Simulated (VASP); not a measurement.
A run of VASP 6.6.1:

The input INCAR:

```
SYSTEM = CuI
PREC = Accurate
ENCUT = 520
EDIFF = 1E-7
ISMEAR = -1
SIGMA = 0.5
LREAL = .False.
LASPH = .True.
NELM = 100
ALGO = Normal
ISIF = 2
LWAVE = .False.
LCHARG = .False.
GGA = PE
NBANDS = 16
```

Contents of KPOINTS:

```
Automatic mesh
0
Gamma
  6 6 6
  0 0 0
```

POSCAR

```
CuI
1.0
    3.6613896411      0.0000000000      0.0000000000
    0.0000000000      3.6613896411      0.0000000000
    0.0000000000      0.0000000000      3.6613896411
Cu I
1 1
Direct
    0.0000000000      0.0000000000      0.0000000000
    0.5000000000      0.5000000000      0.5000000000
```

Potentials or basis: VASP PAW PBE potentials, release 64 (Cu, I).

Command:

```bash
$ cat potpaw_PBE.64/Cu/POTCAR potpaw_PBE.64/I/POTCAR > POTCAR
$ mpirun -np 1 vasp_std > vasp.out
```

Hardware: 1 thread of Intel(R) Xeon(R) Platinum 8259CL CPU @ 2.50GHz (Skylake/Cascade Lake), on a shared host.

Problem. Estimate the wall time of this run.

Solution. Run time: 22 s on 1 thread of Intel(R) Xeon(R) Platinum 8259CL CPU @ 2.50GHz (Skylake/Cascade Lake) (shared host), peak memory 0.16 GiB. Counts: scf iterations 14, k points 20.
